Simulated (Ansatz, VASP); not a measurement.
## Two plane-wave programs on Cu

```
Cu
1.0
     4.05627    0.00000    0.00000
    -2.02814    3.51283    0.00000
     0.00000    0.00000    2.48649
Cu
3
Direct
  0.00000 0.00000 0.00000
  0.33333 0.66667 0.50000
  0.66667 0.33333 0.50000
```

Alike in both runs: task relaxation of cell and atoms; functional BLYP; k mesh 9 × 9 × 13; occupations fermi-dirac, width 0.1 eV; no spin polarisation.

```csv
,VASP,Ansatz
version,VASP 6.6.1,Ansatz 0.2.0
potentials or method,"VASP PAW PBE potentials, release 64 (Cu), cutoff 600 eV","plane waves (420 eV) with PAW, scalar-relativistic"
valence electrons in the cell,33,57
```

|  | VASP | Ansatz | Ansatz less VASP |
| --- | --- | --- | --- |
| relaxed volume (Å³/atom) | 13.02 | 12.94 | -0.076 |
| relaxed cell length with the largest relative difference (Å) | 4.220 | 4.211 | -0.0091 |

VASP's potentials were made for PBE, not for BLYP. VASP's potentials hold 33 valence electrons a cell and Ansatz's 57, so a difference there can come from the potentials and not from the codes.
